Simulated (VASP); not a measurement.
# Sn2TeS (P6_3mc) in VASP: notebook

Runs on Sn2TeS. Level: PBE. Tasks: single point.

All numbers are computed with VASP 6.6.1; they aren't measurements. Logs are shortened: lines on timing, memory, paths and dates and some standing lists are left out, and cuts for length are marked.

### 1 The cell of the first run

Symmetry: P6_3mc, No. 186, hexagonal system. The conventional cell has a = 4.203 Å, b = 4.203 Å, c = 15.017 Å, α = 90.00°, β = 90.00°, γ = 120.00°. Sn (site symmetry 3m) has 3 Te at 3.00 Å and 3 S at 3.23 Å and 1 Sn at 3.48 Å within 4.0 Å. Sn (site symmetry 3m) has 3 S at 2.77 Å and 3 Te at 3.32 Å and 1 Sn at 3.48 Å within 3.7 Å. Te (site symmetry 3m) has 6 Sn at 3.00 to 3.32 Å within 4.0 Å. Within 3.7 Å of S (site symmetry 3m) lie 6 Sn at 2.77 to 3.23 Å.

### 2 Single point, PBE (28.72 Å³/atom)

File INCAR:

```
PREC     = Accurate       # precision mode
ENCUT    = 520            # plane-wave cutoff, eV
EDIFF    = 1E-6           # SCF threshold, eV
ISMEAR   = 0              # smearing method
SIGMA    = 0.01           # smearing width, eV
LREAL    = False          # projectors in reciprocal space
LASPH    = True           # aspherical terms in the spheres
NELM     = 60             # most SCF steps
ALGO     = Normal         # electronic algorithm
ISIF     = 2              # what is computed and relaxed
LWAVE    = False          # write WAVECAR
LCHARG   = True           # write CHGCAR
GGA      = PE             # functional
LELF     = True           # ELF
LVHAR    = True         
NBANDS   = 50             # bands
```

File KPOINTS:

```
Automatic mesh
0
Gamma
  12 12 4
```

File POSCAR:

```
Sn2TeS
1.0
    4.2034265221      0.0000000000      0.0000000000
   -2.1017132611      3.6402741511      0.0000000000
    0.0000000000      0.0000000000     15.0172970903
Sn Te S
4 2 2
Direct
    0.3333333333      0.6666666667      0.6234898498
    0.6666666667      0.3333333333      0.1234898498
    0.6666666667      0.3333333333      0.3549837881
    0.3333333333      0.6666666667      0.8549837881
    0.0000000000      0.0000000000      0.0056762789
    0.0000000000      0.0000000000      0.5056762789
    0.3333333333      0.6666666667      0.2658534791
    0.6666666667      0.3333333333      0.7658534791
```

Potentials or basis: VASP PAW PBE potentials, release 64 (Sn_d, Te, S).

The run is started by

```sh
cat potpaw_PBE.64/Sn_d/POTCAR potpaw_PBE.64/Te/POTCAR potpaw_PBE.64/S/POTCAR > POTCAR
mpirun -np 1 vasp_std > vasp.out
```

OUTCAR:

```text
PREC = Accurate
   ENCUT = 520
   EDIFF = 1E-6
   ISMEAR = 0
   LREAL = False
   LASPH = True
   NELM = 60
   ISIF = 2
   GGA = PE

 ion  position               nearest neighbor table
   1  0.333  0.667  0.623-   6 3.00   6 3.00   6 3.00   8 3.23   8 3.23   8 3.23   4 3.48
   2  0.667  0.333  0.123-   5 3.00   5 3.00   5 3.00   7 3.23   7 3.23   7 3.23   3 3.48
   3  0.667  0.333  0.355-   7 2.77   7 2.77   7 2.77   6 3.32   6 3.32   6 3.32   2 3.48
   4  0.333  0.667  0.855-   8 2.77   8 2.77   8 2.77   5 3.32   5 3.32   5 3.32   1 3.48
   5  0.000  0.000  0.006-   2 3.00   2 3.00   2 3.00   4 3.32   4 3.32   4 3.32
   6  0.000  0.000  0.506-   1 3.00   1 3.00   1 3.00   3 3.32   3 3.32   3 3.32
   7  0.333  0.667  0.266-   3 2.77   3 2.77   3 2.77   2 3.23   2 3.23   2 3.23
   8  0.667  0.333  0.766-   4 2.77   4 2.77   4 2.77   1 3.23   1 3.23   1 3.23

  LATTYP: Found a hexagonal cell.
 ALAT       =     4.2034265221
 C/A-ratio  =     3.5726322350

  Lattice vectors:

 A1 = (   4.2034265221,   0.0000000000,   0.0000000000)
 A2 = (  -2.1017132611,   3.6402741511,   0.0000000000)
 A3 = (   0.0000000000,   0.0000000000,  15.0172970903)

Analysis of symmetry for initial positions (statically):
=====================================================================
 Subroutine PRICEL returns:
 Original cell was already a primitive cell.

 Routine SETGRP: Setting up the symmetry group for a
 hexagonal supercell.

 Subroutine GETGRP returns: Found 12 space group operations
 (whereof  6 operations were pure point group operations)
 out of a pool of 24 trial point group operations.

The static configuration has the point symmetry C_3v.
 The point group associated with its full space group is C_6v.

Analysis of symmetry for dynamics (positions and initial velocities):
=====================================================================
 Subroutine PRICEL returns:
 Original cell was already a primitive cell.

 Routine SETGRP: Setting up the symmetry group for a
 hexagonal supercell.

 Subroutine GETGRP returns: Found 12 space group operations
 (whereof  6 operations were pure point group operations)
 out of a pool of 24 trial point group operations.

The dynamic configuration has the point symmetry C_3v.
 The point group associated with its full space group is C_6v.

 Subroutine INISYM returns: Found 12 space group operations
 (whereof  6 operations are pure point group operations),
 and found     1 'primitive' translations

----------------------------------------------------------------------------------------

                                     Primitive cell

  volume of cell :     229.7890

  direct lattice vectors                    reciprocal lattice vectors
     4.203426522  0.000000000  0.000000000     0.237901149  0.137352293  0.000000000
    -2.101713261  3.640274151  0.000000000     0.000000000  0.274704585  0.000000000
     0.000000000  0.000000000 15.017297090     0.000000000  0.000000000  0.066589879

  length of vectors
     4.203426522  4.203426522 15.017297090     0.274704585  0.274704585  0.066589879

  position of ions in fractional coordinates (direct lattice)
     0.333333333  0.666666667  0.623489850
     0.666666667  0.333333333  0.123489850
     0.666666667  0.333333333  0.354983788
     0.333333333  0.666666667  0.854983788
     0.000000000  0.000000000  0.005676279
     0.000000000  0.000000000  0.505676279
     0.333333333  0.666666667  0.265853479
     0.666666667  0.333333333  0.765853479

  ion indices of the primitive-cell ions
   primitive index   ion index
                 1           1
                 2           2
                 3           3
                 4           4
                 5           5
                 6           6
                 7           7
                 8           8

----------------------------------------------------------------------------------------

 KPOINTS: Automatic mesh

Automatic generation of k-mesh.
 Grid dimensions read from file:
 generate k-points for:   12   12    4

 Generating k-lattice:

  Cartesian coordinates                     Fractional coordinates (reciprocal lattice)
     0.019825096  0.011446024  0.000000000     0.083333333 -0.000000000  0.000000000
     0.000000000  0.022892049  0.000000000     0.000000000  0.083333333  0.000000000
     0.000000000  0.000000000  0.016647470     0.000000000  0.000000000  0.250000000

  Length of vectors
     0.022892049  0.022892049  0.016647470

  Shift w.r.t. Gamma in fractional coordinates (k-lattice)
     0.000000000  0.000000000  0.000000000

 Subroutine IBZKPT returns following result:
 ===========================================

 Found     57 irreducible k-points:

 Following reciprocal coordinates:
            Coordinates               Weight
  0.000000  0.000000  0.000000      1.000000
  0.083333  0.000000  0.000000      6.000000
  0.166667  0.000000  0.000000      6.000000
  0.250000  0.000000  0.000000      6.000000
  0.333333  0.000000  0.000000      6.000000
  0.416667  0.000000  0.000000      6.000000
[... 16 lines left out ...]
  0.250000  0.000000  0.250000     12.000000
  0.333333  0.000000  0.250000     12.000000
 [... further k-points ...]
   k-points           NKPTS =     57   k-points in BZ     NKDIM =     57   number of bands    NBANDS=     50
   number of dos      NEDOS =    301   number of ions     NIONS =      8
   total plane-waves  NPLWV = 114688
   dimension x,y,z NGX =    32 NGY =   32 NGZ =  112
   dimension x,y,z NGXF=    64 NGYF=   64 NGZF=  224
   ions per type =               4   2   2
   NGX,Y,Z   is equivalent  to a cutoff of  12.66, 12.66, 12.40 a.u.
   NGXF,Y,Z  is equivalent  to a cutoff of  25.31, 25.31, 24.80 a.u.
 SYSTEM =  unknown system
   PREC   = accura    normal or accurate (medium, high low for compatibility)
   ISTART =      0    job   : 0-new  1-cont  2-samecut
   ICHARG =      2    charge: 1-file 2-atom 10-const
   ISPIN  =      1    spin polarized calculation?
   LNONCOLLINEAR =      F non collinear calculations
   LSORBIT =      F    spin-orbit coupling
   LASPH  =      T    aspherical Exc in radial PAW
   ENCUT  =  520.0 eV  38.22 Ry    6.18 a.u.   7.82  7.82 27.92*2*pi/ulx,y,z
   NELM   =     60;   NELMIN=  2; NELMDL= -5     # of ELM steps
   EDIFF  = 0.1E-05   stopping-criterion for ELM
   LREAL  =      F    real-space projection
   EDIFFG = 0.1E-04   stopping-criterion for IOM
   NSW    =      0    number of steps for IOM
   IBRION =     -1    ionic relax: 0-MD 1-quasi-New 2-CG
   NFREE  =      0    steps in history (QN), initial steepest desc. (CG)
   ISIF   =      2    stress and relaxation
   ISYM   =      2    0-nonsym 1-usesym 2-fastsym
   POTIM  = 0.5000    time-step for ionic-motion
   TEBEG  =    0.0;   TEEND  =   0.0 temperature during run
   PSTRESS=    0.0 pullay stress
   NELECT =      80.0000    total number of electrons
   NUPDOWN=      -1.0000    fix difference up-down
   EMIN   =  10.00;   EMAX   =-10.00  energy-range for DOS
   EFERMI =   0.00;   METHOD = LEGACY
   ISMEAR =     0;   SIGMA  =   0.01  broadening in eV -4-tet -1-fermi 0-gaus
   EFERMI_NEDOS =   21; number of points for ismear=-14 and -15
   IALGO  =     38    algorithm
   IMIX   =      4    mixing-type and parameters
     AMIX     =   0.40;   BMIX     =  1.00
     AMIX_MAG =   1.60;   BMIX_MAG =  1.00
  volume/ion in A,a.u.               =      28.72       193.84
  Fermi-wavevector in a.u.,A,eV,Ry     =   1.151671  2.176342 18.046030  1.326346
  Thomas-Fermi vector in A             =   2.288327
   LORBIT       =      0    0 simple, 1 ext, 2 COOP (PROOUT), +10 PAW based schemes
   GGA     = PE    functional components
   LHFCALC =     F    Hartree Fock is set to
   AEXX    =    0.0000 exact exchange contribution
   IVDW    =     0    specifies the selected vdW correction
   LEPSILON=     F    determine dielectric tensor
   LRPA    =     F    only Hartree local field effects (RPA)
 non-spin polarized calculation
 Gauss-broadening in eV      SIGMA  =   0.01
  energy-cutoff  :      520.00
  volume of cell :      229.79
 maximum number of plane-waves:      6224
 NGX is ok and might be reduce to    32
   NGX = 15   NGY = 15   NGZ = 55

 number of electron      79.9999981 magnetization

 Free energy of the ion-electron system (eV)
  ---------------------------------------------------
  ext. energy  EPLUGINS =         0.00000000
  ---------------------------------------------------
  free energy    TOTEN  =       -32.22494109 eV

  energy without entropy =      -32.22488232  energy(sigma->0) =      -32.22491171

 E-fermi :   6.5390     XC(G=0):  -9.4611

 val. band max:        6.5389884811   @ k =   0.4167   0.0000   0.0000
 cond. band min:       6.5968701893   @ k =   0.0833   0.0000   0.0000
 fundamental gap:      0.0578817082
 Fermi energy:         6.5389884811

 k-point     1 :       0.0000    0.0000    0.0000
  band No.  band energies     occupation
      1     -15.3735      2.00000
      2     -15.3723      2.00000
      3     -15.3627      2.00000
      4     -15.3627      2.00000
      5     -15.3623      2.00000
      6     -15.3623      2.00000
[... 42 lines left out ...]
     49       9.2479      0.00000
     50       9.4969      0.00000

 k-point     2 :       0.0833    0.0000    0.0000
  band No.  band energies     occupation
      1     -15.3730      2.00000
      2     -15.3718      2.00000
      3     -15.3636      2.00000
      4     -15.3631      2.00000
      5     -15.3620      2.00000
      6     -15.3615      2.00000
[... 42 lines left out ...]
     49       9.3829      0.00000
     50       9.4932      0.00000

 k-point     3 :       0.1667    0.0000    0.0000
  band No.  band energies     occupation
      1     -15.3720      2.00000
      2     -15.3709      2.00000
      3     -15.3657      2.00000
      4     -15.3651      2.00000
      5     -15.3603      2.00000
      6     -15.3598      2.00000
[... 1102 lines left out ...]
     49       9.8218      0.00000
     50      10.0374      0.00000

 k-point    24 :       0.3333    0.0000    0.2500
  band No.  band energies     occupation
      1     -15.3764      2.00000
      2     -15.3758      2.00000
      3     -15.3657      2.00000
      4     -15.3648      2.00000
      5     -15.3585      2.00000
      6     -15.3577      2.00000
[... 42 lines left out ...]
     49      10.0338      0.00000
     50      10.4973      0.00000

 [... further k-points ...]

------------------------ aborting loop because EDIFF is reached ----------------------------------------

  FORCE on cell =-STRESS in cart. coord.  units (eV):
  Direction    XX          YY          ZZ          XY          YZ          ZX
  --------------------------------------------------------------------------------------
  -------------------------------------------------------------------------------------
  Total        2.8376659      2.8376659      2.7357648     -0.0000000      0.0000000      0.0000000
  in kB       19.7852947     19.7852947     19.0748010     -0.0000000      0.0000000      0.0000000
  external PRESSURE =      19.5484635 kB  Pullay stress =       0.0000000 kB

 VOLUME and BASIS-vectors are now :
 -----------------------------------------------------------------------------
  energy-cutoff  :      520.00
  volume of cell :      229.79
      direct lattice vectors                 reciprocal lattice vectors
     4.203426522  0.000000000  0.000000000     0.237901149  0.137352293  0.000000000
    -2.101713261  3.640274151  0.000000000     0.000000000  0.274704585  0.000000000
     0.000000000  0.000000000 15.017297090     0.000000000  0.000000000  0.066589879

 POSITION                                       TOTAL-FORCE (eV/Angst)
 -----------------------------------------------------------------------------------
     -0.00000      2.42685      9.36313         0.000000     -0.000000      0.016445
      2.10171      1.21342      1.85448        -0.000000     -0.000000      0.016445
      2.10171      1.21342      5.33090        -0.000000      0.000000      0.003912
     -0.00000      2.42685     12.83955         0.000000     -0.000000      0.003912
      0.00000      0.00000      0.08524         0.000000     -0.000000     -0.012489
      0.00000      0.00000      7.59389        -0.000000     -0.000000     -0.012489
     -0.00000      2.42685      3.99240        -0.000000     -0.000000     -0.007869
      2.10171      1.21342     11.50105         0.000000     -0.000000     -0.007869
 -----------------------------------------------------------------------------------
    total drift:                                0.000000      0.000000      0.000898

  FREE ENERGIE OF THE ION-ELECTRON SYSTEM (eV)
  ---------------------------------------------------
  free  energy   TOTEN  =       -32.2249410941 eV

  energy  without entropy=      -32.2248823244  energy(sigma->0) =      -32.22491171
```

Run time: 10 min. Hardware: 1 thread of Intel Xeon 6975P-C (Granite Rapids), shared host; peak memory 0.67 GiB.

What came out:

```yaml
Free_energy: -32.2249 eV
Pressure: 2.0 GPa
Largest_force: 0.016 eV/Å
Band_gap_on_the_k_mesh: zero (bands 40 and 41 overlap by 0.14 eV)
```

Forces in eV/Å, atoms in the order of the input:
```
Sn   0.000  0.000  0.016
Sn   0.000  0.000  0.016
Sn   0.000  0.000  0.004
Sn   0.000  0.000  0.004
Te   0.000  0.000 -0.012
Te   0.000  0.000 -0.012
S    0.000  0.000 -0.008
S    0.000  0.000 -0.008
```

Caveat: semilocal functionals underestimate gaps, and a narrow one can read as zero; spin-orbit coupling is left out, which moves the levels of the heavy elements.

(Continued in part 2 of 2.)

The gap in the log of VASP goes by the Fermi energy; the results here count the filled bands.